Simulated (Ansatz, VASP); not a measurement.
## GaAs: VASP beside Ansatz

```
CELL_PARAMETERS angstrom
0.00000 2.82685 2.82685
2.82685 0.00000 2.82685
2.82685 2.82685 0.00000
ATOMIC_POSITIONS crystal
Ga 0.00000 0.00000 0.00000
As 0.75000 0.75000 0.75000
```

Alike in both runs: task single point; functional r2SCAN-based global hybrid; k mesh 4 × 4 × 4; occupations gaussian, width 0.05 eV; no spin polarisation.

|  | VASP | Ansatz |
| --- | --- | --- |
| version | VASP 6.6.1 | Ansatz 0.2.0 |
| potentials or method | VASP PAW PBE potentials, release 64 (Ga_d, As), cutoff 520 eV | scalar-relativistic, plane waves, PAW |
| valence electrons in the cell | 18 | 28 |

|  | VASP | Ansatz | Ansatz less VASP |
| --- | --- | --- | --- |
| gap on the k mesh at the Fermi level (eV) | 1.84 | 1.83 | -0.015 |
| least direct gap on the mesh (eV) | 1.84 | 1.83 | -0.015 |
| pressure (GPa) | 0.0 | 0.1 | +0.09 |

VASP's potentials were made for PBE, not for r2SCAN-based global hybrid. The functional is the same, so the differences come from potentials, cutoffs and numerics. VASP's potentials hold 18 valence electrons a cell and Ansatz's 28, so a difference there can come from the potentials and not from the codes. Ansatz's warnings: stress exchange threshold loose, stress scf threshold loose.

The k mesh is coarse, so the values compare programs but aren't converged.
